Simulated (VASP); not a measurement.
# Be2S (P6/mmm) in VASP: further runs

The runs below take Be2S through relaxation of cell and atoms, single point, with PBE.

All numbers are computed with VASP 6.6.1; they aren't measurements. Logs are shortened: lines on timing, memory, paths and dates and some standing lists are left out, and cuts for length are marked.

**1. The cell of the first run**

It takes space group P6/mmm (No. 191, hexagonal). The conventional cell has a = 3.770 Å, b = 3.770 Å, c = 3.376 Å, α = 90.00°, β = 90.00°, γ = 120.00°. Be (site symmetry -6m2) has 3 Be at 2.18 Å and 6 S at 2.75 Å within 2.9 Å. Within 3.6 Å of S (site symmetry 6/mmm) lie 12 Be at 2.75 Å and 2 S at 3.38 Å.

**2. Relaxation of cell and atoms, PBE**

Input file INCAR:

```
SYSTEM = Be2S
PREC = Accurate
ENCUT = 600
EDIFF = 1E-7
ISMEAR = 0
SIGMA = 0.1
LREAL = .False.
LASPH = .True.
NELM = 60
ALGO = Normal
ISIF = 3
LWAVE = .False.
LCHARG = .False.
GGA = PE
IBRION = 2
NSW = 90
EDIFFG = -0.04
```

Input file KPOINTS:

```
regular mesh
0
Gamma
  6 6 6
  0 0 0
```

Input file POSCAR:

```
Be2S
1.0
    3.7702119000      0.0000000000      0.0000000000
   -1.8851059500      3.2650992800      0.0000000000
    0.0000000000      0.0000000000      3.3762741100
Be S
2 1
Direct
    0.3333333300      0.6666666700      0.5000000000
    0.6666666700      0.3333333300      0.5000000000
    0.0000000000      0.0000000000      0.0000000000
```

Potentials or basis: VASP PAW PBE potentials, release 64 (Be, S).

Run with:

```bash
$ cat potpaw_PBE.64/Be/POTCAR potpaw_PBE.64/S/POTCAR > POTCAR
$ mpirun -np 1 vasp_std > vasp.out
```

OUTCAR:

```text
SYSTEM = Be2S
   PREC = Accurate
   ENCUT = 600
   EDIFF = 1E-7
   ISMEAR = 0
   LREAL = .False.
   LASPH = .True.
   NELM = 60
   ISIF = 3
   GGA = PE
   IBRION = 2
   NSW = 90
   EDIFFG = -0.04

 ion  position               nearest neighbor table
   1  0.333  0.667  0.500-   2 2.18   2 2.18   2 2.18
   2  0.667  0.333  0.500-   1 2.18   1 2.18   1 2.18
   3  0.000  0.000  0.000-

  LATTYP: Found a hexagonal cell.
 ALAT       =     3.7702119000
 C/A-ratio  =     0.8955130904

  Lattice vectors:

 A1 = (   3.7702119000,   0.0000000000,   0.0000000000)
 A2 = (  -1.8851059500,   3.2650992800,   0.0000000000)
 A3 = (   0.0000000000,   0.0000000000,   3.3762741100)

Analysis of symmetry for initial positions (statically):
=====================================================================
 Subroutine PRICEL returns:
 Original cell was already a primitive cell.

 Routine SETGRP: Setting up the symmetry group for a
 hexagonal supercell.

 Subroutine GETGRP returns: Found 24 space group operations
 (whereof 24 operations were pure point group operations)
 out of a pool of 24 trial point group operations.

The static configuration has the point symmetry D_6h.

Analysis of symmetry for dynamics (positions and initial velocities):
=====================================================================
 Subroutine PRICEL returns:
 Original cell was already a primitive cell.

 Routine SETGRP: Setting up the symmetry group for a
 hexagonal supercell.

 Subroutine GETGRP returns: Found 24 space group operations
 (whereof 24 operations were pure point group operations)
 out of a pool of 24 trial point group operations.

The dynamic configuration has the point symmetry D_6h.

 Subroutine INISYM returns: Found 24 space group operations
 (whereof 24 operations are pure point group operations),
 and found     1 'primitive' translations

----------------------------------------------------------------------------------------

                                     Primitive cell

  volume of cell :      41.5623

  direct lattice vectors                    reciprocal lattice vectors
     3.770211900  0.000000000  0.000000000     0.265237081  0.153134700  0.000000000
    -1.885105950  3.265099280  0.000000000     0.000000000  0.306269401  0.000000000
     0.000000000  0.000000000  3.376274110     0.000000000  0.000000000  0.296184482

  length of vectors
     3.770211900  3.770211897  3.376274110     0.306269401  0.306269401  0.296184482

  position of ions in fractional coordinates (direct lattice)
     0.333333330  0.666666670  0.500000000
     0.666666670  0.333333330  0.500000000
     0.000000000  0.000000000  0.000000000

  ion indices of the primitive-cell ions
   primitive index   ion index
                 1           1
                 2           2
                 3           3

----------------------------------------------------------------------------------------

 KPOINTS: regular mesh

Automatic generation of k-mesh.
 Grid dimensions read from file:
 generate k-points for:    6    6    6

 Generating k-lattice:

  Cartesian coordinates                     Fractional coordinates (reciprocal lattice)
     0.044206180  0.025522450  0.000000000     0.166666667  0.000000000  0.000000000
     0.000000000  0.051044900  0.000000000     0.000000000  0.166666667  0.000000000
     0.000000000  0.000000000  0.049364080     0.000000000  0.000000000  0.166666667

  Length of vectors
     0.051044900  0.051044900  0.049364080

  Shift w.r.t. Gamma in fractional coordinates (k-lattice)
     0.000000000  0.000000000  0.000000000

 Subroutine IBZKPT returns following result:
 ===========================================

 Found     28 irreducible k-points:

 Following reciprocal coordinates:
            Coordinates               Weight
  0.000000  0.000000  0.000000      1.000000
  0.166667  0.000000  0.000000      6.000000
  0.333333 -0.000000  0.000000      6.000000
  0.500000  0.000000  0.000000      3.000000
  0.166667  0.166667  0.000000      6.000000
  0.333333  0.166667  0.000000     12.000000
[... 16 lines left out ...]
  0.166667  0.000000  0.500000      6.000000
  0.333333 -0.000000  0.500000      6.000000
 [... further k-points ...]
   k-points           NKPTS =     28   k-points in BZ     NKDIM =     28   number of bands    NBANDS=      9
   number of dos      NEDOS =    301   number of ions     NIONS =      3
   total plane-waves  NPLWV =  25200
   dimension x,y,z NGX =    30 NGY =   30 NGZ =   28
   dimension x,y,z NGXF=    60 NGYF=   60 NGZF=   56
   ions per type =               2   1
   NGX,Y,Z   is equivalent  to a cutoff of  13.23, 13.23, 13.79 a.u.
   NGXF,Y,Z  is equivalent  to a cutoff of  26.46, 26.46, 27.57 a.u.
 SYSTEM =  Be2S
   PREC   = accura    normal or accurate (medium, high low for compatibility)
   ISTART =      0    job   : 0-new  1-cont  2-samecut
   ICHARG =      2    charge: 1-file 2-atom 10-const
   ISPIN  =      1    spin polarized calculation?
   LNONCOLLINEAR =      F non collinear calculations
   LSORBIT =      F    spin-orbit coupling
   LASPH  =      T    aspherical Exc in radial PAW
   ENCUT  =  600.0 eV  44.10 Ry    6.64 a.u.   7.53  7.53  6.74*2*pi/ulx,y,z
   NELM   =     60;   NELMIN=  2; NELMDL= -5     # of ELM steps
   EDIFF  = 0.1E-06   stopping-criterion for ELM
   LREAL  =      F    real-space projection
   EDIFFG = -.4E-01   stopping-criterion for IOM
   NSW    =     90    number of steps for IOM
   IBRION =      2    ionic relax: 0-MD 1-quasi-New 2-CG
   NFREE  =      1    steps in history (QN), initial steepest desc. (CG)
   ISIF   =      3    stress and relaxation
   ISYM   =      2    0-nonsym 1-usesym 2-fastsym
   POTIM  = 0.5000    time-step for ionic-motion
   TEBEG  =    0.0;   TEEND  =   0.0 temperature during run
   PSTRESS=    0.0 pullay stress
   NELECT =      10.0000    total number of electrons
   NUPDOWN=      -1.0000    fix difference up-down
   EMIN   =  10.00;   EMAX   =-10.00  energy-range for DOS
   EFERMI =   0.00;   METHOD = LEGACY
   ISMEAR =     0;   SIGMA  =   0.10  broadening in eV -4-tet -1-fermi 0-gaus
   EFERMI_NEDOS =   21; number of points for ismear=-14 and -15
   IALGO  =     38    algorithm
   IMIX   =      4    mixing-type and parameters
     AMIX     =   0.40;   BMIX     =  1.00
     AMIX_MAG =   1.60;   BMIX_MAG =  1.00
  volume/ion in A,a.u.               =      13.85        93.49
  Fermi-wavevector in a.u.,A,eV,Ry     =   1.018220  1.924156 14.106134  1.036772
  Thomas-Fermi vector in A             =   2.151665
   LORBIT       =      0    0 simple, 1 ext, 2 COOP (PROOUT), +10 PAW based schemes
   GGA     = PE    functional components
   LHFCALC =     F    Hartree Fock is set to
   AEXX    =    0.0000 exact exchange contribution
   IVDW    =     0    specifies the selected vdW correction
   LEPSILON=     F    determine dielectric tensor
   LRPA    =     F    only Hartree local field effects (RPA)
 conjugate gradient relaxation of ions
 non-spin polarized calculation
 Gauss-broadening in eV      SIGMA  =   0.10
  energy-cutoff  :      600.00
  volume of cell :       41.56
 maximum number of plane-waves:      1407
   NGX = 15   NGY = 15   NGZ = 13

--------------------------------------- Ionic step        1  -------------------------------------------

 number of electron      10.0000001 magnetization

 Free energy of the ion-electron system (eV)
  ---------------------------------------------------
  ext. energy  EPLUGINS =         0.00000000
  ---------------------------------------------------
  free energy    TOTEN  =        -9.36370986 eV

  energy without entropy =       -9.36149491  energy(sigma->0) =       -9.36260239

 E-fermi :   5.4308     XC(G=0):  -9.7989

 val. band max:        5.3715792301   @ k =   0.1667   0.0000   0.5000
 cond. band min:       5.5978602254   @ k =   0.5000   0.0000   0.1667
 fundamental gap:      0.2262809953
 Fermi energy:         5.4308360566

 k-point     1 :       0.0000    0.0000    0.0000
  band No.  band energies     occupation
      1      -9.2029      2.00000
      2       2.4222      2.00000
      3       2.5013      2.00000
      4       2.5013      2.00000
      5       2.5424      2.00000
      6       6.0068      0.00000
      7       6.0068      0.00000
      8       9.8774      0.00000
      9      11.2387      0.00000

 k-point     2 :       0.1667    0.0000    0.0000
  band No.  band energies     occupation
      1      -9.0187      2.00000
      2       0.4781      2.00000
      3       1.9667      2.00000
      4       2.6561      2.00000
      5       3.7196      2.00000
      6       6.2215      0.00000
      7       6.8802      0.00000
      8      10.4360      0.00000
      9      10.5482      0.00000
[... 397 lines left out ...]
 POSITION                                       TOTAL-FORCE (eV/Angst)
 -----------------------------------------------------------------------------------
     -0.00000      2.05805      1.61117        -0.000000     -0.000000      0.000000
      1.78233      1.02903      1.61117         0.000000      0.000000     -0.000000
     -0.00000      0.00000      3.22234         0.000000      0.000000      0.000000
 -----------------------------------------------------------------------------------
    total drift:                                0.000000     -0.000000     -0.000000

  FREE ENERGIE OF THE ION-ELECTRON SYSTEM (eV)
  ---------------------------------------------------
  free  energy   TOTEN  =        -9.5593019245 eV

  energy  without entropy=       -9.5584068186  energy(sigma->0) =       -9.55885437

--------------------------------------- Ionic step        5  -------------------------------------------

 number of electron      10.0000000 magnetization

 Free energy of the ion-electron system (eV)
  ---------------------------------------------------
  ext. energy  EPLUGINS =         0.00000000
  ---------------------------------------------------
  free energy    TOTEN  =        -9.56426010 eV

  energy without entropy =       -9.56413473  energy(sigma->0) =       -9.56419742

 E-fermi :   7.1280     XC(G=0): -10.4234

 val. band max:        6.9469427448   @ k =   0.1667   0.0000   0.5000
 cond. band min:       7.3183869083   @ k =   0.5000   0.0000   0.1667
 fundamental gap:      0.3714441634
 Fermi energy:         7.1280160636

 k-point     1 :       0.0000    0.0000    0.0000
  band No.  band energies     occupation
      1      -8.6493      2.00000
      2       3.7384      2.00000
      3       3.7710      2.00000
      4       3.7710      2.00000
      5       4.9865      2.00000
      6       7.3964      0.00015
      7       7.3964      0.00015
      8      11.1210      0.00000
      9      13.8702      0.00000

 k-point     2 :       0.1667    0.0000    0.0000
  band No.  band energies     occupation
      1      -8.4116      2.00000
      2       1.6897      2.00000
      3       3.0909      2.00000
      4       4.0208      2.00000
      5       5.8034      2.00000
      6       7.9482      0.00000
      7       8.5390      0.00000
      8      11.8850      0.00000
      9      12.9002      0.00000
[... 286 lines left out ...]
 POSITION                                       TOTAL-FORCE (eV/Angst)
 -----------------------------------------------------------------------------------
     -0.00000      2.06445      1.59233         0.000000     -0.000000      0.000000
      1.78786      1.03222      1.59233        -0.000000      0.000000     -0.000000
     -0.00000      0.00000     -0.00000        -0.000000      0.000000     -0.000000
 -----------------------------------------------------------------------------------
    total drift:                                0.000000     -0.000000     -0.000000

  FREE ENERGIE OF THE ION-ELECTRON SYSTEM (eV)
  ---------------------------------------------------
  free  energy   TOTEN  =        -9.5642600996 eV

  energy  without entropy=       -9.5641347338  energy(sigma->0) =       -9.56419742

 reached required accuracy - stopping structural energy minimisation
```

It took 25 s on 1 thread of AMD EPYC 9R45 (Zen 5), shared host; peak memory 0.13 GiB.

What came out:

| Property | Result |
| --- | --- |
| Free energy | -9.5643 eV |
| Relaxed volume | 11.75 Å³/atom |
| Relaxed cell | a = 3.576 Å, b = 3.576 Å, c = 3.185 Å, α = 90.00°, β = 90.00°, γ = 120.00° |
| Space group after relaxing (to 0.05 Å) | P6/mmm (No. 191) |
| Energy gained by relaxing | 66.9 meV/atom |
| Ionic steps | 5 |
| Pressure after relaxing | 0.0 GPa |
| Band gap on the k mesh | zero (band 5 reaches 8.10 eV, above the bottom of band 6 at 3.95 eV) |

Stress tensor (GPa, compression positive):
```
 0.11  0.00  0.00
 0.00  0.11  0.00
 0.00  0.00 -0.31
```

Step by step:
```tsv
step	energy change (eV)	largest force (eV/Å)	pressure (GPa)	volume (Å³)
1	0.0000	0.0000	-8.93	41.56
2	-0.1788	0.0000	-3.28	37.09
3	-0.1955	0.0000	-0.39	35.58
4	-0.1956	0.0000	-0.14	35.46
5	-0.2006	0.0000	-0.03	35.26
```

Final structure:
```
CELL_PARAMETERS angstrom
3.57572 0.00000 0.00000
-1.78786 3.09667 0.00000
0.00000 0.00000 3.18466
ATOMIC_POSITIONS crystal
Be 0.33333 0.66667 0.50000
Be 0.66667 0.33333 0.50000
S 0.00000 0.00000 0.00000
```

Levels at points of the mesh, in eV from the Fermi level:
```
           k point  band 1  band 2  band 3  band 4  band 5  band 6  band 7  band 8  band 9
(0.00, 0.00, 0.00)  -15.78   -3.39   -3.36   -3.36   -2.14    0.27    0.27    3.99    6.74
(0.50, 0.00, 0.00)  -14.59   -8.66   -5.22   -1.91   -1.70    3.08    3.53    3.60    4.02
(0.00, 0.00, 0.50)  -14.45   -9.06   -2.17   -2.17    0.96    1.89    1.89    3.09    4.22
(0.50, 0.00, 0.50)  -13.32   -7.50   -6.76   -3.91   -3.06   -0.82    1.15    2.44    7.58
```

Caveat: the volume moved by over 15 % at a fixed basis, so the end points are rough.

(Part 1 of 2 ends here.)
